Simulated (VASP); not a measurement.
Runs of VASP 6.6.1 on WC. The structure is that of space group P-6m2 (No. 187), or close to it. The cells are those of the table. 

```tsv
task	level	potentials or basis	U	cell	k mesh	cutoff (eV)	grid for exact exchange (PRECFOCK)	share of exact exchange	gap on the mesh (eV)	pressure (GPa)
relaxation of cell and atoms	PBE+U	VASP PAW PBE potentials, release 64 (W_sv, C)	W d U = 5.0 eV	relaxed from a = 2.906, b = 2.907, c = 2.837 Å, angles 90.0, 90.0, 120.0°, 2 atoms	10 × 10 × 9	600	-	-	none	0.0
single point	b88 exchange, pbe correlation	VASP PAW PBE potentials, release 64 (W_sv, C)	-	a = 2.945, b = 2.945, c = 2.874 Å, angles 90.0, 90.0, 120.0°, 2 atoms	10 × 10 × 9	600	-	-	none	(a)
single point	B3LYP	VASP PAW PBE potentials, release 64 (W_sv, C)	-	a = 2.906, b = 2.907, c = 2.837 Å, angles 90.0, 90.0, 120.0°, 2 atoms	5 × 5 × 5	520	Normal	0.2	none	10.3
single point	LDA	VASP PAW LDA potentials, release 64 (W_sv, C)	-	a = 2.964, b = 2.964, c = 2.892 Å, angles 90.0, 90.0, 120.0°, 2 atoms	10 × 10 × 9	520	-	-	none	-27.5
single point	revPBE	VASP PAW PBE potentials, release 64 (W_sv, C)	-	a = 2.964, b = 2.964, c = 2.892 Å, angles 90.0, 90.0, 120.0°, 2 atoms	10 × 10 × 9	520	-	-	none	-11.8
```

Alike in all rows: no spin polarisation; smearing fermi-dirac 0.05 eV.

Question: Estimate the missing entries.

Answer: (a) -8.2.

Caveats: some runs use coarse meshes; spin-orbit coupling is left out, which moves the levels of the heavy elements; the cell stands under tension (at least some runs); the PAW data sets were made with another functional, which shifts forces and pressure a little (at least some runs); U without spin polarisation on a metal has little footing (at least some runs); the U is typed as a test and isn't derived for this compound (at least some runs).

A k mesh can miss the band edges, and the runs leave out spin-orbit coupling on W.

A gap of «none» marks levels without a gap at the run's occupations.
